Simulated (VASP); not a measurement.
Input of a VASP 6.6.1 run:

INCAR

```
SYSTEM = P
PREC = Accurate
ENCUT = 600
EDIFF = 1E-6
ISMEAR = 1
SIGMA = 0.1
LREAL = .False.
LASPH = .True.
NELM = 150
ALGO = Normal
ISIF = 3
LWAVE = .False.
LCHARG = .False.
ISPIN = 2
MAGMOM = 0.5 -0.5
LORBIT = 11
GGA = RP
IBRION = 2
NSW = 60
EDIFFG = -0.01
```

KPOINTS

```
Automatic mesh
0
Gamma
  9 9 9
  0 0 0
```

Contents of POSCAR:

```
P
1.0
    1.7257251780      0.9963478961      3.1296800121
   -1.7257251780      0.9963478961      3.1296800121
    0.0000000000     -1.9926957921      3.1296800121
P
2
Direct
    0.7729197500      0.7729197500      0.7729197500
    0.2270802500      0.2270802500      0.2270802500
```

Potentials or basis: VASP PAW PBE potentials, release 64 (P).

Run with:

```bash
$ cat potpaw_PBE.64/P/POTCAR > POTCAR
$ mpirun -np 1 vasp_std > vasp.out
```

Q: Predict the net moment.

A: 0.00 μB per cell.

Q: What does it give for the band gap on the k mesh?

A: Zero (filled and empty bands overlap).

Step by step:
| step | energy change (eV) | largest force (eV/Å) | pressure (GPa) | volume (Å³) |
| --- | --- | --- | --- | --- |
| 1 | 0.0000 | 0.1841 | 2.85 | 32.29 |
| 2 | -0.0066 | 0.2527 | -1.29 | 33.65 |
| 3 | -0.0094 | 0.1086 | 0.13 | 33.17 |
| 4 | -0.0094 | 0.1026 | 0.19 | 33.16 |
| 5 | -0.0103 | 0.0503 | 0.07 | 33.29 |
| 6 | -0.0104 | 0.0185 | -0.02 | 33.36 |
| 7 | -0.0104 | 0.0162 | -0.01 | 33.36 |
| 8 | -0.0105 | 0.0026 | 0.06 | 33.36 |
| 9 | -0.0105 | 0.0078 | 0.13 | 33.36 |
| 10 | -0.0106 | 0.0017 | 0.03 | 33.42 |

Caveat: the PAW data sets were made with another functional, which shifts forces and pressure a little.
